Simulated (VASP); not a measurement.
Crystal: TiCo.

```
Ti Co
1.0
     2.98611    0.00000    0.00000
     0.00000    2.98611    0.00000
     0.00000    0.00000    2.98611
Ti Co
1 1
Cartesian
  0.0000 0.0000 0.0000
  1.4931 1.4931 1.4931
```

```yaml
Program: VASP 6.6.1
Task: relaxation of cell and atoms
Functional: PBEsol
Potentials_or_basis: VASP PAW PBE potentials, release 64 (Ti_sv, Co)
Cutoff: 600 eV
k_mesh: 6 × 6 × 6
Occupations: gaussian, width 0.1 eV
Spin: collinear spin, ferromagnetic start
Starting_moments: "[0.0, 0.4] μB"
```

At the start: pressure -9.5 GPa; volume 13.31 Å³/atom.

**Question.** Where does the relaxation end?

**Answer.** Over 3 steps the energy falls by 21.4 meV/atom and the volume is 12.61 Å³/atom (-5.2 %); space group Pm-3m (No. 221, to 0.05 Å); moment 0.00 μB per cell.

The path:
```
step  energy change (eV)  largest force (eV/Å)  pressure (GPa)  volume (Å³)
   1              0.0000                0.0000           -9.51        26.63
   2              0.0181                0.0000           13.89        23.70
   3             -0.0428                0.0000           -0.11        25.23
```

Final structure:
```xyz
2
Lattice="2.9330 0.0000 0.0000 0.0000 2.9330 0.0000 0.0000 0.0000 2.9330" Properties=species:S:1:pos:R:3 pbc="T T T"
Ti    0.0000    0.0000    0.0000
Co    1.4665    1.4665    1.4665
```

Caveat: the PAW data sets were made with another functional, which shifts forces and pressure a little.
